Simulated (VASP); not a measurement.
A run of VASP 6.6.1 is set up as follows.

File INCAR:

```
SYSTEM = TiO
PREC = Accurate
ENCUT = 520
EDIFF = 1E-6
ISMEAR = 0
SIGMA = 0.1
LREAL = .FALSE.
LASPH = .TRUE.
NELM = 100
ALGO = Normal
ISIF = 2
LWAVE = .FALSE.
LCHARG = .FALSE.
GGA = PS
NBANDS = 36
```

File KPOINTS:

```
Automatic mesh
0
G
  10 10 10
  0 0 0
```

Contents of POSCAR:

```
TiO
1.0
    3.9086798407      0.0000000000      0.0000000000
    0.0000000000      3.9086798407      0.0000000000
    0.0000000000      0.0000000000      3.9086798407
Ti O
3 3
Direct
    0.5000000000      0.5000000000      0.0000000000
    0.0000000000      0.5000000000      0.5000000000
    0.5000000000      0.0000000000      0.5000000000
    0.0000000000      0.5000000000      0.0000000000
    0.5000000000      0.0000000000      0.0000000000
    0.0000000000      0.0000000000      0.5000000000
```

Potentials or basis: VASP PAW PBE potentials, release 64 (Ti_sv, O).

Launch:

```sh
$ cat potpaw_PBE.64/Ti_sv/POTCAR potpaw_PBE.64/O/POTCAR > POTCAR
$ mpirun -np 1 vasp_std > vasp.out
```

Question: What does it give for the pressure?

Answer: 26.5 GPa.

Question: Estimate the band gap on the k mesh.

Answer: Zero (band 27 reaches 10.01 eV, above the bottom of band 28 at 7.68 eV).

Caveat: the PAW data sets were made with another functional, which shifts forces and pressure a little; semilocal functionals often make such compounds metallic where correlation or magnetic order opens a gap, which also shifts bond lengths.
